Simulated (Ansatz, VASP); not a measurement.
Pb: VASP beside Ansatz

Contents of INCAR:

```
  PREC = Accurate
  ENCUT = 520
  EDIFF = 1E-6
  ISMEAR = 0
  SIGMA = 0.15
  LREAL = False
  LASPH = True
  NELM = 60
  ALGO = Normal
  ISIF = 2
  LWAVE = False
  LCHARG = False
  GGA = PE
  NBANDS = 13
```

KPOINTS

```
regular mesh
0
Gamma
  16 16 16
```

POSCAR

```
Pb
1.0
    0.0000000000      2.2722160000      2.2722160000
    2.2722160000      0.0000000000      2.2722160000
    2.2722160000      2.2722160000      0.0000000000
Pb
1
Direct
    0.0000000000      0.0000000000      0.0000000000
```

Input for Ansatz:

```yaml
crystal:
  lattice:
    - [0.0, 2.272216, 2.272216]
    - [2.272216, 0.0, 2.272216]
    - [2.272216, 2.272216, 0.0]
  atoms:
    - { symbol: Pb, position: [0.0, 0.0, 0.0] }
basis:
  ecutwfc: 420
kpoints:
  mp_grid: { grid: [16, 16, 16] }
hamiltonian:
  xc: pbe
scf:
  occupations: { method: gaussian, width: 0.15 }
output:
  forces: true
  stress: true
  eigenvalues: true
```

Change from the starting cell: strain -0.080 along x and y, -0.080 along z, atoms carried along.

Alike in both runs: task single point; functional PBE; k mesh 16 × 16 × 16; occupations gaussian, width 0.15 eV; no spin polarisation.

```csv
,VASP,Ansatz
version,VASP 6.6.1,Ansatz 0.2.0
potentials or method,"VASP PAW PBE potentials, release 64 (Pb_d), cutoff 520 eV","scalar-relativistic, plane waves, PAW"
valence electrons in the cell,14,14
```

VASP gave:

| Item | Value |
| --- | --- |
| gap on the k mesh at the Fermi level (eV) | none |
| pressure (GPa) | 26.1 |

Problem. Which values does Ansatz return?

Solution. gap on the k mesh at the Fermi level (eV): none; pressure (GPa): 26.2.

A gap of «none» marks a metal or a gap that the smearing closes.

Neither program's run includes spin-orbit coupling.
